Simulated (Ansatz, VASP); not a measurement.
W in VASP and in Ansatz

```
CELL_PARAMETERS angstrom
0.00000 1.98648 1.98648
1.98648 0.00000 1.98648
1.98648 1.98648 0.00000
ATOMIC_POSITIONS crystal
W 0.00000 0.00000 0.00000
```

Alike in both runs: task relaxation of cell and atoms; functional LDA; k mesh 18 × 18 × 18; occupations gaussian, width 0.1 eV; no spin polarisation.

```csv
,VASP,Ansatz
version,VASP 6.6.1,Ansatz 0.2.0
potentials or method,"VASP PAW LDA potentials, release 64 (W_sv), cutoff 600 eV","scalar-relativistic, plane waves, PAW"
valence electrons in the cell,14,14
```

```tsv
	VASP	Ansatz	Ansatz less VASP
gap on the k mesh at the Fermi level, each at its own relaxed structure (eV)	none	none	-
relaxed volume (Å³/atom)	15.77	15.68	-0.091
relaxed cell length with the largest relative difference (Å)	2.815	2.809	-0.0054
```

Ansatz warns that its potentials were made for another functional, while VASP's fit it. LDA's correlation is that of Perdew and Zunger in VASP and of Perdew and Wang (1992) in Ansatz. A gap of «none» marks a metal or a gap that the smearing closes.

Neither program's run includes spin-orbit coupling.
